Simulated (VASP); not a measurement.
A run of VASP 6.6.1 is set up as follows.

INCAR

```
PREC = Accurate ; ENCUT = 600
EDIFF = 1E-7 ; ISMEAR = 0
SIGMA = 0.1 ; LREAL = F
LASPH = T ; NELM = 60
ALGO = Normal ; ISIF = 3
LWAVE = F ; LCHARG = F
GGA = PE ; IBRION = 2
NSW = 100 ; EDIFFG = -0.01
```

KPOINTS

```
regular mesh
0
Gamma
  8 8 12
```

Contents of POSCAR:

```
Zn4S
1.0
    5.3655869761      0.0000000000      0.0000000000
    0.0000000000      5.3655869761      0.0000000000
    0.0000000000      0.0000000000      3.4054991383
Zn S
4 1
Direct
    0.7358669838      0.7358669838      0.0000000000
    0.2641330162      0.2641330162      0.0000000000
    0.2641330162      0.7358669838      0.0000000000
    0.7358669838      0.2641330162      0.0000000000
    0.0000000000      0.0000000000      0.5000000000
```

Potentials or basis: VASP PAW PBE potentials, release 64 (Zn, S).

Command:

```console
$ cat potpaw_PBE.64/Zn/POTCAR potpaw_PBE.64/S/POTCAR > POTCAR
$ mpirun -np 1 vasp_std > vasp.out
```

Estimate the band gap on the k mesh.

zero (bands 27 and 28 overlap by 1.05 eV).

Estimate the relaxed volume.

19.59 Å³/atom.

Estimate the relaxed cell.

a = 5.370 Å, b = 5.370 Å, c = 3.397 Å, α = 90.00°, β = 90.00°, γ = 90.00°.

What does it give for the space group after relaxing (to 0.1 Å)?

P4/mmm (No. 123).

Final structure:
```cif
data_structure
_symmetry_space_group_name_H-M 'P 1'
_symmetry_Int_Tables_number 1
_cell_length_a 5.3700
_cell_length_b 5.3700
_cell_length_c 3.3965
_cell_angle_alpha 90.000
_cell_angle_beta 90.000
_cell_angle_gamma 90.000
_cell_volume 97.95
loop_
_atom_site_label
_atom_site_type_symbol
_atom_site_fract_x
_atom_site_fract_y
_atom_site_fract_z
_atom_site_occupancy
Zn1 Zn 0.73502 0.73502 0.00000 1
Zn2 Zn 0.26498 0.26498 0.00000 1
Zn3 Zn 0.26498 0.73502 0.00000 1
Zn4 Zn 0.73502 0.26498 0.00000 1
S1 S 0.00000 0.00000 0.50000 1
```
